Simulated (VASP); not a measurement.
# CdSe (R3m) in VASP: a series of runs, part 2 of 2

VASP 6.6.1. Earlier steps stand in the parts before.

**4. Electric field gradients, PBE (equal xy, yz and zx shear strains of -1 %)**

Contents of INCAR:

```
ALGO = Normal ; EDIFF = 1E-8
ENCUT = 520 ; GGA = PE
ISIF = 2 ; ISMEAR = -1
LASPH = True ; LCHARG = False
LEFG = True ; LREAL = False
LWAVE = False ; NBANDS = 16
NELM = 60 ; PREC = Accurate
SIGMA = 0.03
```

Contents of KPOINTS:

```
k-points
0
Gamma
  8 8 8
```

Contents of POSCAR:

```
CdSe
1.0
   -0.0307027120      3.0549198426      3.0549198426
    3.0549198426     -0.0307027120      3.0549198426
    3.0549198426      3.0549198426     -0.0307027120
Cd Se
1 1
Direct
    0.0000000000      0.0000000000      0.0000000000
    0.2500000000      0.2500000000      0.2500000000
```

Potentials or basis: VASP PAW PBE potentials, release 64 (Cd, Se).

On the command line:

```sh
cat potpaw_PBE.64/Cd/POTCAR potpaw_PBE.64/Se/POTCAR > POTCAR
mpirun -np 1 vasp_std > vasp.out
```

OUTCAR:

```text
EDIFF = 1E-8
   ENCUT = 520
   GGA = PE
   ISIF = 2
   ISMEAR = -1
   LASPH = True
   LREAL = False
   NELM = 60
   PREC = Accurate

 ion  position               nearest neighbor table
   1  0.000  0.000  0.000-   2 2.63   2 2.67   2 2.67   2 2.67
   2  0.250  0.250  0.250-   1 2.63   1 2.67   1 2.67   1 2.67

  LATTYP: Found a trigonal (rhomboedric) cell.
 ALAT       =     4.3204181679
 COS(alpha) =     0.4899250057

  Lattice vectors:

 A1 = (  -0.0307027120,   3.0549198426,   3.0549198426)
 A2 = (   3.0549198426,  -0.0307027120,   3.0549198426)
 A3 = (   3.0549198426,   3.0549198426,  -0.0307027120)

Analysis of symmetry for initial positions (statically):
=====================================================================
 Subroutine PRICEL returns:
 Original cell was already a primitive cell.

 Routine SETGRP: Setting up the symmetry group for a
 trigonal (rhombohedral) supercell.
[... 643 lines left out ...]
  energy-cutoff  :      520.00
  volume of cell :       57.88
      direct lattice vectors                 reciprocal lattice vectors
    -0.030702712  3.054919843  3.054919843    -0.161223461  0.162860247  0.162860247
     3.054919843 -0.030702712  3.054919843     0.162860247 -0.161223461  0.162860247
     3.054919843  3.054919843 -0.030702712     0.162860247  0.162860247 -0.161223461

 POSITION                                       TOTAL-FORCE (eV/Angst)
 -----------------------------------------------------------------------------------
      0.00000      0.00000      0.00000        -0.064243     -0.064243     -0.064243
      1.51978      1.51978      1.51978         0.064243      0.064243      0.064243
 -----------------------------------------------------------------------------------
    total drift:                               -0.000032     -0.000032     -0.000031

  FREE ENERGIE OF THE ION-ELECTRON SYSTEM (eV)
  ---------------------------------------------------
  free  energy   TOTEN  =        -5.4880252003 eV

  energy  without entropy=       -5.4880247192  energy(sigma->0) =       -5.48802496

 Electric field gradients (V/A^2)
---------------------------------------------------------------------
 ion       V_xx      V_yy      V_zz      V_xy      V_xz      V_yz
---------------------------------------------------------------------
   1       0.000    -0.000     0.000    -5.354    -5.354    -5.354
   2      -0.000     0.000     0.000    -2.152    -2.152    -2.152
---------------------------------------------------------------------

 Electric field gradients after diagonalization (V/A^2)
 (convention: |V_zz| > |V_xx| > |V_yy|)
----------------------------------------------------------------------
 ion       V_xx      V_yy      V_zz     asymmetry (V_yy - V_xx)/ V_zz
----------------------------------------------------------------------
   1       5.354     5.354   -10.709       0.000
   2       2.152     2.152    -4.305       0.000
----------------------------------------------------------------------

           NMR quadrupolar parameters

 Cq : quadrupolar parameter    Cq=e*Q*V_zz/h
 eta: asymmetry parameters     (V_yy - V_xx)/ V_zz
 Q  : nuclear electric quadrupole moment in mb (millibarn)
----------------------------------------------------------------------
 ion       Cq(MHz)       eta       Q (mb)
----------------------------------------------------------------------
   1      -0.026       0.000       1.000
   2      -0.010       0.000       1.000
----------------------------------------------------------------------
```

OSZICAR:

```text
N       E                     dE             d eps       ncg     rms          rms(c)
DAV:   1     0.107603509410E+03    0.10760E+03   -0.86853E+03  2104   0.100E+03
DAV:   2    -0.176135979444E+01   -0.10936E+03   -0.10327E+03  2536   0.247E+02
DAV:   3    -0.585048144933E+01   -0.40891E+01   -0.40828E+01  2464   0.500E+01
DAV:   4    -0.586760713941E+01   -0.17126E-01   -0.17125E-01  2648   0.326E+00
DAV:   5    -0.586771665704E+01   -0.10952E-03   -0.10952E-03  2496   0.225E-01    0.587E+00
DAV:   6    -0.550816268139E+01    0.35955E+00   -0.54882E-01  3168   0.868E+00    0.468E+00
DAV:   7    -0.548679311733E+01    0.21370E-01   -0.14082E-01  2456   0.249E+00    0.204E+00
DAV:   8    -0.548771127204E+01   -0.91815E-03   -0.13022E-02  2328   0.137E+00    0.245E-01
DAV:   9    -0.548790539086E+01   -0.19412E-03   -0.13832E-03  2528   0.471E-01    0.465E-02
DAV:  10    -0.548797465215E+01   -0.69261E-04   -0.15334E-04  2592   0.152E-01    0.435E-02
DAV:  11    -0.548802473201E+01   -0.50080E-04   -0.81862E-05  2544   0.570E-02    0.166E-02
DAV:  12    -0.548802449044E+01    0.24157E-06   -0.19137E-06  2400   0.164E-02    0.607E-03
DAV:  13    -0.548802511802E+01   -0.62758E-06   -0.17538E-06  2576   0.677E-03    0.290E-03
DAV:  14    -0.548802509827E+01    0.19759E-07   -0.59015E-08  2568   0.183E-03    0.184E-03
DAV:  15    -0.548802520811E+01   -0.10985E-06   -0.18218E-08  2640   0.948E-04    0.225E-04
DAV:  16    -0.548802520030E+01    0.78180E-08   -0.47445E-10  1440   0.172E-04
   1 F= -.54880252E+01 E0= -.54880250E+01  d E =-.481077E-06
```

stdout:

```text
POSCAR found type information on POSCAR CdSe
 POSCAR found :  2 types and       2 ions
 scaLAPACK will be used
 LDA part: xc-table for (Slater+PW92), standard interpolation
 POSCAR, INCAR and KPOINTS ok, starting setup
 FFT: planning ... GRIDC
 FFT: planning ... GRID_SOFT
 FFT: planning ... GRID
 WAVECAR not read
 entering main loop
ion   1

ion   2
```

Wall time 93 s (1 thread of Intel Xeon 8259CL, shared host); peak memory 0.22 GiB.

What came out:

* Free energy: -5.4880 eV
* Pressure: 1.6 GPa
* Largest force: 0.111 eV/Å
* Band gap on the k mesh: 0.53 eV
* Largest electric field gradient by atom: Cd -10.7; Se -4.3 V/Å²

Forces in eV/Å, atoms in the order of the input:
```
Cd  -0.064 -0.064 -0.064
Se   0.064  0.064  0.064
```

Stress tensor (GPa, compression positive):
```
1.59 0.45 0.45
0.45 1.59 0.45
0.45 0.45 1.59
```

Electric field gradients, principal values (V/Å²):
```tsv
atom	least	middle	greatest (by size)
1 Cd	5.354	5.354	-10.709
2 Se	2.152	2.152	-4.305
```

Caveat: the cell differs from its parent crystal (equal xy, yz and zx shear strains of -1 %); without QUAD_EFG the Cq values of the log hold for a quadrupole moment of 1 mb, not for the nuclei.

**5. Electric field gradients, PBE (equal xy, yz and zx shear strains of +2 %)**

Contents of INCAR:

```
SYSTEM = CdSe
PREC     = Accurate       ! precision mode
ENCUT    = 520            ! plane-wave cutoff, eV
EDIFF    = 1E-8           ! SCF threshold, eV
ISMEAR   = -1             ! smearing method
SIGMA    = 0.03           ! smearing width, eV
LREAL    = .FALSE.        ! projectors in reciprocal space
LASPH    = .TRUE.         ! aspherical terms in the spheres
NELM     = 80             ! most SCF steps
ALGO     = Normal         ! electronic algorithm
ISIF     = 2              ! what is computed and relaxed
LWAVE    = .FALSE.        ! write WAVECAR
LCHARG   = .FALSE.        ! write CHGCAR
GGA      = PE             ! functional
LEFG     = .TRUE.       
NBANDS   = 16             ! bands
```

Contents of KPOINTS:

```
Automatic mesh
0
G
  8 8 8
  0 0 0
```

Contents of POSCAR:

```
CdSe
1.0
    0.0614054240      3.1009739106      3.1009739106
    3.1009739106      0.0614054240      3.1009739106
    3.1009739106      3.1009739106      0.0614054240
Cd Se
1 1
Direct
    0.0000000000      0.0000000000      0.0000000000
    0.2500000000      0.2500000000      0.2500000000
```

Potentials or basis: VASP PAW PBE potentials, release 64 (Cd, Se).

On the command line:

```sh
cat potpaw_PBE.64/Cd/POTCAR potpaw_PBE.64/Se/POTCAR > POTCAR
mpirun -np 1 vasp_std > vasp.out
```

OUTCAR:

```text
SYSTEM = CdSe
   PREC = Accurate
   ENCUT = 520
   EDIFF = 1E-8
   ISMEAR = -1
   LREAL = .FALSE.
   LASPH = .TRUE.
   NELM = 80
   ISIF = 2
   GGA = PE

 ion  position               nearest neighbor table
   1  0.000  0.000  0.000-   2 2.64   2 2.64   2 2.64   2 2.71
   2  0.250  0.250  0.250-   1 2.64   1 2.64   1 2.64   1 2.71

  LATTYP: Found a trigonal (rhomboedric) cell.
 ALAT       =     4.3858692428
 COS(alpha) =     0.5197000882

  Lattice vectors:

[... 668 lines left out ...]

  FREE ENERGIE OF THE ION-ELECTRON SYSTEM (eV)
  ---------------------------------------------------
  free  energy   TOTEN  =        -5.4813098824 eV

  energy  without entropy=       -5.4813093322  energy(sigma->0) =       -5.48130961

 Electric field gradients (V/A^2)
---------------------------------------------------------------------
 ion       V_xx      V_yy      V_zz      V_xy      V_xz      V_yz
---------------------------------------------------------------------
   1      -0.000    -0.000    -0.000    10.461    10.461    10.461
   2      -0.000    -0.000     0.000     4.499     4.499     4.499
---------------------------------------------------------------------

 Electric field gradients after diagonalization (V/A^2)
 (convention: |V_zz| > |V_xx| > |V_yy|)
----------------------------------------------------------------------
 ion       V_xx      V_yy      V_zz     asymmetry (V_yy - V_xx)/ V_zz
----------------------------------------------------------------------
   1     -10.461   -10.461    20.922       0.000
   2      -4.499    -4.499     8.997       0.000
----------------------------------------------------------------------

           NMR quadrupolar parameters

 Cq : quadrupolar parameter    Cq=e*Q*V_zz/h
 eta: asymmetry parameters     (V_yy - V_xx)/ V_zz
 Q  : nuclear electric quadrupole moment in mb (millibarn)
----------------------------------------------------------------------
 ion       Cq(MHz)       eta       Q (mb)
----------------------------------------------------------------------
   1       0.051       0.000       1.000
   2       0.022       0.000       1.000
----------------------------------------------------------------------
```

OSZICAR:

```text
N       E                     dE             d eps       ncg     rms          rms(c)
DAV:   1     0.105656494807E+03    0.10566E+03   -0.88613E+03  2152   0.101E+03
DAV:   2    -0.181777753819E+01   -0.10747E+03   -0.10171E+03  2552   0.246E+02
DAV:   3    -0.584442622387E+01   -0.40266E+01   -0.40188E+01  2464   0.492E+01
DAV:   4    -0.586193214189E+01   -0.17506E-01   -0.17505E-01  2752   0.325E+00
DAV:   5    -0.586204207618E+01   -0.10993E-03   -0.10993E-03  2448   0.224E-01    0.588E+00
DAV:   6    -0.550151216343E+01    0.36053E+00   -0.54943E-01  3152   0.869E+00    0.469E+00
DAV:   7    -0.548008190688E+01    0.21430E-01   -0.14213E-01  2456   0.250E+00    0.204E+00
DAV:   8    -0.548099927550E+01   -0.91737E-03   -0.13145E-02  2352   0.138E+00    0.246E-01
DAV:   9    -0.548118902510E+01   -0.18975E-03   -0.13876E-03  2560   0.473E-01    0.465E-02
DAV:  10    -0.548125905193E+01   -0.70027E-04   -0.15347E-04  2616   0.151E-01    0.433E-02
DAV:  11    -0.548130942053E+01   -0.50369E-04   -0.82150E-05  2528   0.574E-02    0.166E-02
DAV:  12    -0.548130916530E+01    0.25524E-06   -0.21030E-06  2440   0.174E-02    0.562E-03
DAV:  13    -0.548130979701E+01   -0.63172E-06   -0.17712E-06  2552   0.680E-03    0.289E-03
DAV:  14    -0.548130977934E+01    0.17672E-07   -0.55134E-08  2600   0.171E-03    0.183E-03
DAV:  15    -0.548130989195E+01   -0.11261E-06   -0.17549E-08  2608   0.928E-04    0.317E-04
DAV:  16    -0.548130988238E+01    0.95722E-08   -0.58105E-10  1448   0.194E-04
   1 F= -.54813099E+01 E0= -.54813096E+01  d E =-.550168E-06
```

It took 2 min on 1 thread of Intel Xeon 8259CL, shared host; peak memory 0.24 GiB.

Results:

```yaml
Free_energy: -5.4813 eV
Pressure: 1.7 GPa
Largest_force: 0.189 eV/Å
Band_gap_on_the_k_mesh: 0.53 eV
Largest_electric_field_gradient_by_atom: Cd +20.9; Se +9.0 V/Å²
```

Forces in eV/Å, atoms in the order of the input:
```
Cd   0.109  0.109  0.109
Se  -0.109 -0.109 -0.109
```

Levels at points of the mesh, in eV from the valence-band top:
| k point | band 6 | band 7 | band 8 | band 9 | band 10 | band 11 | band 12 | band 13 |
| --- | --- | --- | --- | --- | --- | --- | --- | --- |
| (0.00, 0.00, 0.00) | -7.53 | -0.10 | 0.00 | 0.00 | 0.53 | 5.68 | 6.03 | 6.03 |
| (0.50, 0.00, 0.00) | -7.25 | -4.26 | -0.78 | -0.76 | 2.29 | 6.26 | 6.48 | 7.35 |
| (0.50, 0.50, 0.00) | -7.19 | -3.99 | -1.86 | -1.72 | 3.14 | 3.72 | 8.91 | 10.02 |
| (0.50, 0.50, 0.50) | -7.28 | -4.24 | -0.65 | -0.65 | 2.44 | 6.52 | 6.52 | 7.18 |

Electric field gradients, principal values (V/Å²):
| atom | least | middle | greatest (by size) |
| --- | --- | --- | --- |
| 1 Cd | -10.461 | -10.461 | 20.922 |
| 2 Se | -4.499 | -4.499 | 8.997 |

Caveat: the cell differs from its parent crystal (equal xy, yz and zx shear strains of +2 %); without QUAD_EFG the Cq values of the log hold for a quadrupole moment of 1 mb, not for the nuclei.

**6. Summary**

| cell | cutoff (eV) | gap on the mesh (eV) | pressure (GPa) | largest force (eV/Å) |
| --- | --- | --- | --- | --- |
| a = 4.408 Å, angles 58.0°, 2 atoms | 400 | 0.51 | 1.4 | 0.27 |
| a = 4.278 Å, angles 62.0°, 2 atoms | 520 | 0.52 | 1.8 | 0.38 |
| a = 4.320 Å, angles 60.7°, 2 atoms | 520 | 0.53 | 1.6 | 0.11 |
| a = 4.386 Å, angles 58.7°, 2 atoms | 520 | 0.53 | 1.7 | 0.19 |

Alike in all rows: task electric field gradients; level PBE; potentials or basis VASP PAW PBE potentials, release 64 (Cd, Se); no spin polarisation; k mesh 8 × 8 × 8; smearing fermi-dirac 0.03 eV.

Total energies depend on the potentials used, so only differences within one code and one set of settings carry meaning.
